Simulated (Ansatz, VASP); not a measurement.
**BP in VASP and in Ansatz**

The input POSCAR:

```
BP
1.0
    0.0000000000      2.2463100000      2.2690000000
    2.2463100000      0.0000000000      2.2690000000
    2.2463100000      2.2463100000      0.0000000000
B P
1 1
Direct
    0.0000000000      0.0000000000      0.0000000000
    0.7500000000      0.7500000000      0.7500000000
```

File INCAR.step1:

```
SYSTEM = BP
PREC = Accurate
ENCUT = 520
ISMEAR = 0
SIGMA = 0.05
LREAL = .False.
LASPH = .True.
NELM = 100
NBANDS = 11
GGA = PE
ALGO = Normal
EDIFF = 1E-4
LWAVE = .True.
LCHARG = .False.
```

INCAR.step2

```
SYSTEM = BP
PREC = Accurate
ENCUT = 520
EDIFF = 1E-6
ISMEAR = 0
SIGMA = 0.05
LREAL = .False.
LASPH = .True.
NELM = 100
ALGO = Normal
ISIF = 2
LWAVE = .False.
LCHARG = .False.
METAGGA = R2SCAN
LMIXTAU = .True.
NBANDS = 11
ISTART = 1
```

File KPOINTS:

```
Automatic mesh
0
Gamma
  10 10 10
  0 0 0
```

Input for Ansatz:

```yaml
crystal:
  lattice:
    - [0.0, 2.24631, 2.269]
    - [2.24631, 0.0, 2.269]
    - [2.24631, 2.24631, 0.0]
  atoms:
    - { symbol: B, position: [0.0, 0.0, 0.0] }
    - { symbol: P, position: [0.75, 0.75, 0.75] }
basis:
  ecutwfc: 500
kpoints:
  mp_grid: { grid: [10, 10, 10] }
hamiltonian:
  xc: r2scan
scf:
  occupations: { method: gaussian, width: 0.05 }
output:
  forces: true
  stress: true
  eigenvalues: true
```

Change from the starting cell: strain -0.0100 x Voigt [1, 1, 0, 0, 0, 0], atoms carried along.

Alike in both runs: task single point; functional r2SCAN; k mesh 10 × 10 × 10; occupations gaussian, width 0.05 eV; no spin polarisation.

```csv
,VASP,Ansatz
version,VASP 6.6.1,Ansatz 0.2.0
potentials or method,"VASP PAW PBE potentials, release 64 (B, P), cutoff 520 eV","scalar-relativistic, plane waves, PAW"
valence electrons in the cell,8,8
```

VASP gave:

```
gap on the k mesh at the Fermi level (eV)                     : 1.34
least direct gap on the mesh (eV)                             : 3.62
pressure (GPa)                                                : 2.8
traceless stress, the component that is largest in VASP (GPa) : -2.00
```

Problem. What did Ansatz give for the same quantities?

Solution. gap on the k mesh at the Fermi level (eV): 1.31; least direct gap on the mesh (eV): 3.58; pressure (GPa): 3.4; traceless stress, the component that is largest in VASP (GPa): -1.99.

VASP's potentials were made for PBE, not for r2SCAN.
